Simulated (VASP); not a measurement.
TmTaSe4, 6 atoms in the cell. It takes space group F-43m (No. 216, cubic). The conventional cell has a = 7.997 Å, b = 7.997 Å, c = 7.997 Å, α = 90.00°, β = 90.00°, γ = 90.00°. Tm (site symmetry -43m) has 12 Se at 3.32 Å and 4 Ta at 3.46 Å within 4.4 Å. Ta (site symmetry -43m) has 12 Se at 3.31 Å and 4 Tm at 3.46 Å within 4.4 Å. Within 3.7 Å of Se (site symmetry 3m) lie 6 Se at 2.81 to 2.84 Å and 3 Ta at 3.31 Å and 3 Tm at 3.32 Å. 

```yaml
Program: VASP 6.6.1
Task: single point
Functional: PBE
Potentials_or_basis: VASP PAW PBE potentials, release 64 (Tm_3, Ta_pv, Se), 4f in core
Cutoff: 500 eV
k_mesh: 8 × 8 × 8
Occupations: gaussian, width 0.1 eV
Spin: collinear spin, ferromagnetic start
Starting_moments: "[0.17, 1.38, 0.0, 0.0, 0.0, 0.0] μB"
Dipole_correction: no
Mended: yes
Further_INCAR_settings: ALGO = Normal; EDIFF = 1e-06; NBANDS = 35
```

Potentials or basis: VASP PAW PBE potentials, release 64 (Tm_3, Ta_pv, Se), 4f in core.

Launch:

```sh
$ cat potpaw_PBE.64/Tm_3/POTCAR potpaw_PBE.64/Ta_pv/POTCAR potpaw_PBE.64/Se/POTCAR > POTCAR
$ mpirun -np 1 vasp_std > vasp.out
```

Hardware: 1 thread of Intel(R) Xeon(R) 6975P-C (Granite Rapids), with other jobs on the host.

Task: How long does it take, and how much memory?

Result: Run time: 3.6 min on 1 thread of Intel(R) Xeon(R) 6975P-C (Granite Rapids), with other jobs on the host, peak memory 0.43 GiB. Counts: scf iterations 19, k points 29.
